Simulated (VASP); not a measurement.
Input of a VASP 6.6.1 run:

INCAR

```
ALGO     = Normal         # electronic algorithm
EDIFF    = 1E-7           # SCF threshold, eV
ENCUT    = 520            # plane-wave cutoff, eV
ISIF     = 2              # what is computed and relaxed
ISMEAR   = 1              # smearing method
LASPH    = True           # aspherical terms in the spheres
LCHARG   = False          # write CHGCAR
LREAL    = False          # projectors in reciprocal space
LWAVE    = False          # write WAVECAR
NBANDS   = 32             # bands
NELM     = 60             # most SCF steps
PREC     = Accurate       # precision mode
SIGMA    = 0.1            # smearing width, eV
```

Contents of KPOINTS:

```
k-points
0
Gamma
  10 10 4
```

File POSCAR:

```
Li3Tl2Cd
1.0
    3.4126349145      0.0000000000      0.0000000000
    0.0000000000      3.4126349145      0.0000000000
    0.0000000000      0.0000000000     10.2299147300
Li Tl Cd
3 2 1
Direct
    0.0000000000      0.0000000000      0.8390681000
    0.0000000000      0.0000000000      0.1609319000
    0.0000000000      0.0000000000      0.5000000000
    0.5000000000      0.5000000000      0.3248246800
    0.5000000000      0.5000000000      0.6751753200
    0.5000000000      0.5000000000      0.0000000000
```

Potentials or basis: VASP PAW LDA potentials, release 64 (Li_sv, Tl_d, Cd).

The run is started by

```sh
$ cat potpaw_LDA.64/Li_sv/POTCAR potpaw_LDA.64/Tl_d/POTCAR potpaw_LDA.64/Cd/POTCAR > POTCAR
$ mpirun -np 1 vasp_std > vasp.out
```

(1) Estimate the largest force.

(2) Predict the band gap on the k mesh.

Results:

(1) 0.090 eV/Å.

(2) zero (an odd number of electrons rules out a gap without spin polarisation).

Caveat: spin-orbit coupling is left out, which moves the levels of the heavy elements.
